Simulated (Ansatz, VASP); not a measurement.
**AlCu: VASP beside Ansatz**

Contents of INCAR:

```
PREC = Accurate
ENCUT = 700
EDIFF = 1E-6
ISMEAR = 0
SIGMA = 0.1
LREAL = F
LASPH = T
NELM = 120
ALGO = Normal
ISIF = 2
LWAVE = F
LCHARG = T
GGA = PS
LELF = T
LVHAR = T
NBANDS = 18
GGA_COMPAT = F
```

KPOINTS

```
Automatic mesh
0
Gamma
  14 14 14
```

Contents of POSCAR:

```
AlCu
1.0
    3.1414194071      0.0000000000      0.0000000000
    0.0000000000      3.1414194071      0.0000000000
    0.0000000000      0.0000000000      3.1414194071
Al Cu
1 1
Direct
    0.0000000000      0.0000000000      0.0000000000
    0.5000000000      0.5000000000      0.5000000000
```

Input for Ansatz:

```yaml
crystal:
  lattice:
    - [3.1414194071, 0.0, 0.0]
    - [0.0, 3.1414194071, 0.0]
    - [0.0, 0.0, 3.1414194071]
  atoms:
    - { symbol: Al, position: [0.0, 0.0, 0.0] }
    - { symbol: Cu, position: [0.5, 0.5, 0.5] }
basis:
  ecutwfc: 420
kpoints:
  mp_grid: { grid: [14, 14, 14] }
hamiltonian:
  xc: pbesol
scf:
  occupations: { method: gaussian, width: 0.1 }
output:
  forces: true
  stress: true
  eigenvalues: true
```

Alike in both runs: task single point; functional PBEsol; k mesh 14 × 14 × 14; occupations gaussian, width 0.1 eV; no spin polarisation.

|  | VASP | Ansatz |
| --- | --- | --- |
| version | VASP 6.6.1 | Ansatz 0.2.0 |
| potentials or method | VASP PAW PBE potentials, release 64 (Al, Cu_sv_GW), cutoff 700 eV | scalar-relativistic, plane waves, PAW |
| valence electrons in the cell | 22 | 22 |

```csv
,VASP,Ansatz,Ansatz less VASP
gap on the k mesh at the Fermi level (eV),none,none,-
pressure (GPa),-16.8,-15.1,+1.72
```

VASP's potentials were made for PBE, not for PBEsol. A gap of «none» marks a metal or a gap that the smearing closes.
